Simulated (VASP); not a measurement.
Wanted: the native input for a VASP 6.6.1 run.

| Item | Value |
| --- | --- |
| Task | single point |
| Functional | PBE |
| Potentials or basis | VASP PAW PBE potentials, release 64 (Al) |
| Cutoff | 520 eV |
| k mesh | 20 × 20 × 20 |
| Occupations | gaussian, width 0.15 eV |
| Spin | no spin polarisation |
| Dipole correction | no |
| Further INCAR settings | ALGO = Normal; EDIFF = 1e-07; NBANDS = 8 |

The structure of Al lies in POSCAR:

```
Al
1.0
    0.0000000000      2.0340999000      2.0239800000
    2.0239800000      0.0000000000      2.0239800000
    2.0239800000      2.0340999000      0.0000000000
Al
1
Direct
    0.0000000000      0.0000000000      0.0000000000
```

This cell differs from its parent crystal: strain +0.0050 x Voigt [0, 1, 0, 0, 0, 0].

The input as run:

INCAR

```
  PREC = Accurate
  ENCUT = 520
  EDIFF = 1E-7
  ISMEAR = 0
  SIGMA = 0.15
  LREAL = False
  LASPH = True
  NELM = 100
  ALGO = Normal
  ISIF = 2
  LWAVE = False
  LCHARG = False
  GGA = PE
  NBANDS = 8
```

KPOINTS

```
Automatic mesh
0
Gamma
  20 20 20
```

Potentials or basis: VASP PAW PBE potentials, release 64 (Al).

The run is started by

```console
$ cat potpaw_PBE.64/Al/POTCAR > POTCAR
$ mpirun -np 1 vasp_std > vasp.out
```

It gave:

```json
{
  "Pressure": "-0.8 GPa",
  "Band gap on the k mesh": "zero (an odd number of electrons rules out a gap without spin polarisation)"
}
```

Caveat: the cell differs from its parent crystal (strain +0.0050 x Voigt [0, 1, 0, 0, 0, 0]).

Wall time 93 s on 1 thread of Intel Xeon 8259CL (shared host), peak memory 0.19 GiB.
